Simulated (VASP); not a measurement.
Wanted: the native input for a VASP 6.6.1 run.

- Task: relaxation of cell and atoms
- Functional: PBEsol
- Potentials or basis: VASP PAW PBE potentials, release 64 (Ag)
- Cutoff: 600 eV
- k mesh: 18 × 18 × 18
- Occupations: gaussian, width 0.1 eV
- Spin: no spin polarisation
- Target pressure: 1 GPa
- Dipole correction: no
- Further INCAR settings: ALGO = Fast; EDIFF = 1e-06; IBRION = 2; EDIFFG = -0.008; NSW = 70; ISIF = 3

The structure of Ag lies in POSCAR:

```
Ag
1.0
   -1.6073702131      1.6073702131      1.6073702131
    1.6073702131     -1.6073702131      1.6073702131
    1.6073702131      1.6073702131     -1.6073702131
Ag
1
Direct
    0.0000000000      0.0000000000      0.0000000000
```

This isn't the form of Ag at room conditions, which is fcc.

The input as run:

INCAR

```
SYSTEM = Ag
PREC = Accurate
ENCUT = 600
EDIFF = 1E-6
ISMEAR = 0
SIGMA = 0.1
LREAL = .False.
LASPH = .True.
NELM = 60
ALGO = Fast
ISIF = 3
LWAVE = .False.
LCHARG = .False.
GGA = PS
IBRION = 2
NSW = 70
EDIFFG = -0.008
PSTRESS = 10.0
```

KPOINTS

```
Automatic mesh
0
Gamma
  18 18 18
  0 0 0
```

Potentials or basis: VASP PAW PBE potentials, release 64 (Ag).

Launch:

```console
$ cat potpaw_PBE.64/Ag/POTCAR > POTCAR
$ mpirun -np 1 vasp_std > vasp.out
```

It gave:

The pressure after relaxing is 1.1 GPa. The band gap on the k mesh is zero (an odd number of electrons rules out a gap without spin polarisation).

Caveat: the relaxation stopped at its first step, so nothing moved; the cell is relaxed towards a set pressure, so the run minimises the enthalpy, not the energy; the PAW data sets were made with another functional, which shifts forces and pressure a little.

Run time: 19 s on 1 thread of Intel Xeon 8259CL, with other jobs on the host, peak memory 0.17 GiB.
